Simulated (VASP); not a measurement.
Input of a VASP 6.6.1 run:

INCAR

```
SYSTEM = GaP
ALGO = Normal
EDIFF = 1E-7
ENCUT = 520
GGA = PS
ISIF = 2
ISMEAR = 1
LASPH = .TRUE.
LCHARG = .TRUE.
LELF = .TRUE.
LREAL = .FALSE.
LVHAR = .TRUE.
LWAVE = .FALSE.
NBANDS = 16
NELM = 80
PREC = Accurate
SIGMA = 0.2
```

Contents of KPOINTS:

```
k-points
0
G
  6 6 6
  0 0 0
```

File POSCAR:

```
GaP
1.0
    0.0000000000      2.7254101930      2.7254101930
    2.7254101930      0.0000000000      2.7254101930
    2.7254101930      2.7254101930      0.0000000000
Ga P
1 1
Direct
    0.0000000000      0.0000000000      0.0000000000
    0.2500000000      0.2500000000      0.2500000000
```

Potentials or basis: VASP PAW PBE potentials, release 64 (Ga_d, P).

Launch:

```bash
$ cat potpaw_PBE.64/Ga_d/POTCAR potpaw_PBE.64/P/POTCAR > POTCAR
$ mpirun -np 1 vasp_std > vasp.out
```

Estimate the pressure.

-0.6 GPa.

What does it give for the band gap on the k mesh?

1.51 eV (least direct gap 1.75 eV).

Caveat: the PAW data sets were made with another functional, which shifts forces and pressure a little.

**Measured values to compare with.**

“Stacking defects in GaP nanowires: Electronic structure and optical properties”, 2018, arxiv:1810.01194 quotes, for a bulk crystal of GaP at 10 K: band gap 2.34 eV (indirect).

A measured gap of GaP is 2.34 eV (indirect; 10 K; quoted in “Stacking defects in GaP nanowires: Electronic structure and optical properties”, 2018, arxiv:1810.01194); the calculated 1.51 eV misses it by -0.83 eV. Spin-orbit coupling on Ga is left out. The value is that of PBEsol on a finite k mesh, which can miss the band edges, without temperature or zero-point motion. Semilocal functionals fall short of measured gaps as a rule.
